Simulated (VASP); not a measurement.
Crystal: TiH3Br.

```xyz
5
Lattice="3.7651 0.0000 0.0000 0.0000 3.7651 0.0000 0.0000 0.0000 4.7697" Properties=species:S:1:pos:R:3 pbc="T T T"
Ti    1.8825    1.8825    3.1719
H     0.0000    1.8825    2.3849
H     1.8825    0.0000    2.3849
H     1.8825    1.8825    0.5132
Br    0.0000    0.0000    0.0000
```

The cell was generated, and may not be a known phase.

* Program: VASP 6.6.1
* Task: relaxation of cell and atoms
* Functional: PBE
* Potentials or basis: VASP PAW PBE potentials, release 64 (Ti_sv, H, Br)
* Cutoff: 600 eV
* k mesh: 4 × 4 × 4
* Occupations: gaussian, width 0.1 eV
* Spin: collinear spin
* Starting moments: [1.0, 0.0, 0.0, 0.0, 0.0] μB

At the start: pressure -13.6 GPa; volume 13.52 Å³/atom.

Task: Where does the relaxation end?

Result: Over 19 steps the energy falls by 308.5 meV/atom and the volume is 12.04 Å³/atom (-11.0 %); space group P4mm (No. 99, to 0.1 Å) before and after; moment 0.00 μB per cell.

Step by step:
| step | energy change (eV) | largest force (eV/Å) | pressure (GPa) | volume (Å³) |
| --- | --- | --- | --- | --- |
| 1 | 0.0000 | 1.9401 | -13.62 | 67.62 |
| 2 | -1.0627 | 1.5667 | -7.39 | 56.98 |
| 3 | -1.2652 | 0.3670 | 0.25 | 51.72 |
| 4 | -1.3554 | 0.1988 | 1.31 | 51.09 |
| 5 | -1.4052 | 0.2420 | 3.55 | 50.06 |
| 6 | -1.4310 | 0.5211 | -0.26 | 52.14 |
| 7 | -1.4318 | 0.4702 | 0.30 | 51.81 |
| 8 | -1.4553 | 0.2777 | -0.28 | 52.88 |
| 9 | -1.4646 | 0.5110 | -0.73 | 53.96 |
| 10 | -1.4804 | 0.3722 | -0.64 | 54.36 |
| 11 | -1.5104 | 0.1593 | -0.26 | 55.57 |
| 12 | -1.4902 | 0.8375 | 0.99 | 57.98 |
| 13 | -1.5150 | 0.3068 | 0.17 | 56.36 |
| 14 | -1.5251 | 0.1446 | 0.48 | 56.96 |
| 15 | -1.5337 | 0.2945 | 1.32 | 58.31 |
| 16 | -1.5405 | 0.0941 | 0.72 | 59.25 |
| 17 | -1.5415 | 0.1493 | 0.17 | 60.21 |
| 18 | -1.5418 | 0.0838 | 0.33 | 59.91 |
| 19 | -1.5425 | 0.0368 | 0.15 | 60.21 |

Final structure:
```
Ti H Br
1.0
     3.32409    0.00000    0.00000
     0.00000    3.32409    0.00000
     0.00000    0.00000    5.44903
Ti H Br
1 3 1
Cartesian
  1.6620 1.6620 3.9023
  3.3241 1.6620 2.9353
  1.6620 3.3241 2.9353
  1.6620 1.6620 0.1334
  0.0000 0.0000 5.2016
```
